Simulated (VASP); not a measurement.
The system is Ca.

```xyz
1
Lattice="3.6300 0.0000 0.0000 0.0000 3.6300 0.0000 0.0000 0.0000 3.6300" Properties=species:S:1:pos:R:3 pbc="T T T"
Ca    0.0000    0.0000    0.0000
```

This isn't the form of Ca at room conditions, which is fcc.

```yaml
Program: VASP 6.6.1
Task: relaxation of cell and atoms
Functional: PBE
Potentials_or_basis: VASP PAW PBE potentials, release 64 (Ca_sv)
Cutoff: 600 eV
k_mesh: 6 × 6 × 6
Occupations: fermi-dirac, width 0.05 eV
Spin: no spin polarisation
```

At the start: pressure -1.0 GPa; volume 47.83 Å³/atom.

Problem. Where does the relaxation end?

Solution. Over 3 steps the energy falls by 11.7 meV/atom and the volume is 44.32 Å³/atom (-7.3 %); space group Pm-3m (No. 221, to 0.1 Å) before and after.

Step by step:
```tsv
step	energy change (eV)	largest force (eV/Å)	pressure (GPa)	volume (Å³)
1	0.0000	0.0000	-0.95	47.83
2	-0.0090	0.0000	-0.50	45.89
3	-0.0117	0.0000	-0.06	44.32
```

Final structure:
```xyz
1
Lattice="3.5390 0.0000 0.0000 0.0000 3.5390 0.0000 0.0000 0.0000 3.5390" Properties=species:S:1:pos:R:3 pbc="T T T"
Ca    0.0000    0.0000    0.0000
```
